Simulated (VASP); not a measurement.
Input of a VASP 6.6.1 run:

File INCAR:

```
SYSTEM = Br
  PREC = Accurate
  ENCUT = 500
  EDIFF = 1E-6
  ISMEAR = -1
  SIGMA = 0.02
  LREAL = .False.
  LASPH = .True.
  NELM = 120
  ALGO = Normal
  ISIF = 2
  LWAVE = .False.
  LCHARG = .False.
  GGA = CA
  NBANDS = 22
  GGA_COMPAT = .False.
```

Contents of KPOINTS:

```
Automatic mesh
0
Gamma
  5 5 3
  0 0 0
```

Contents of POSCAR:

```
Br
1.0
    3.1104470160     -2.1479725613      0.0000000000
    3.1104470160      2.1479725613      0.0000000000
    0.0000000000      0.0000000000      8.0481805001
Br
4
Direct
    0.8386593012      0.1613406988      0.1201541722
    0.6613406988      0.3386593012      0.6201541722
    0.1613406988      0.8386593012      0.8798458278
    0.3386593012      0.6613406988      0.3798458278
```

Potentials or basis: VASP PAW LDA potentials, release 64 (Br).

Run with:

```sh
$ cat potpaw_LDA.64/Br/POTCAR > POTCAR
$ mpirun -np 1 vasp_std > vasp.out
```

Problem. Estimate the largest force.

Solution. 0.035 eV/Å.

Problem. What does it give for the band gap on the k mesh?

Solution. 1.22 eV, indirect (least direct gap 1.54 eV).

Stress tensor (GPa, compression positive):
```
 1.23  0.00  0.00
 0.00 -1.11  0.00
 0.00  0.00  0.13
```

A k mesh can miss the band edges. A hybrid or GW would open this gap; LDA tends to underestimate it.
